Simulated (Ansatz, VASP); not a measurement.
# Ni2C3: VASP beside Ansatz

INCAR

```
ALGO     = Normal         # electronic algorithm
EDIFF    = 1E-7           # SCF threshold, eV
EDIFFG   = -0.04          # ionic threshold
ENCUT    = 700            # plane-wave cutoff, eV
GGA      = PE             # functional
GGA_COMPAT= F            
IBRION   = 2              # ionic algorithm
ISIF     = 3              # what is computed and relaxed
ISMEAR   = 0              # smearing method
LASPH    = T              # aspherical terms in the spheres
LCHARG   = F              # write CHGCAR
LREAL    = F              # projectors in reciprocal space
LWAVE    = F              # write WAVECAR
NELM     = 120            # most SCF steps
NELMIN   = 4            
NSW      = 90             # ionic steps
PREC     = Accurate       # precision mode
SIGMA    = 0.1            # smearing width, eV
```

The input KPOINTS:

```
k-points
0
Gamma
  6 6 4
```

The input POSCAR:

```
Ni2C3
1.0
    3.1277285984      0.0000000000      0.0000000000
   -1.5638642992      2.7086924223      0.0000000000
    0.0000000000      0.0000000000      4.8662376416
Ni C
2 3
Direct
    0.3333333333      0.6666666667      0.2450000000
    0.6666666667      0.3333333333      0.7550000000
    0.0000000000      0.0000000000      0.0000000000
    0.3333333333      0.6666666667      0.6450000000
    0.6666666667      0.3333333333      0.3550000000
```

Input for Ansatz:

```yaml
crystal:
  lattice:
    - [3.1277285984, 0.0, 0.0]
    - [-1.5638642992, 2.7086924223, 0.0]
    - [0.0, 0.0, 4.8662376416]
  atoms:
    - { symbol: Ni, position: [0.3333333333, 0.6666666667, 0.245] }
    - { symbol: Ni, position: [0.6666666667, 0.3333333333, 0.755] }
    - { symbol: C, position: [0.0, 0.0, 0.0] }
    - { symbol: C, position: [0.3333333333, 0.6666666667, 0.645] }
    - { symbol: C, position: [0.6666666667, 0.3333333333, 0.355] }
basis:
  ecutwfc: 420
kpoints:
  mp_grid: { grid: [6, 6, 4] }
hamiltonian:
  xc: pbe
scf:
  occupations: { method: gaussian, width: 0.1 }
  lower_state_search: "off"
output:
  forces: true
  stress: true
  eigenvalues: true
relax:
  adjacent_minimum: "off"
  f_tol: 0.04
  max_steps: 70
  cell: { stress_tol: 0.4 }
```

Alike in both runs: task relaxation of cell and atoms; functional PBE; k mesh 6 × 6 × 4; occupations gaussian, width 0.1 eV; no spin polarisation.

|  | VASP | Ansatz |
| --- | --- | --- |
| version | VASP 6.6.1 | Ansatz 0.2.0 |
| potentials or method | VASP PAW PBE potentials, release 64 (Ni_sv_GW, C), cutoff 700 eV | scalar-relativistic, plane waves, PAW |
| valence electrons in the cell | 48 | 48 |

|  | VASP | Ansatz | Ansatz less VASP |
| --- | --- | --- | --- |
| gap on the k mesh at the Fermi level, each at its own relaxed structure (eV) | none | none | - |
| relaxed volume (Å³/atom) | 8.09 | 9.19 | +1.107 |
| relaxed length of the cell vector where the two differ most in proportion (Å) | 6.944 | 8.099 | +1.1549 |

A gap of «none» marks a metal or a gap that the smearing closes. One of these differences is far larger than is usual between the two programs; its cause wasn't traced.

The k mesh is coarse, so the values compare programs but aren't converged.
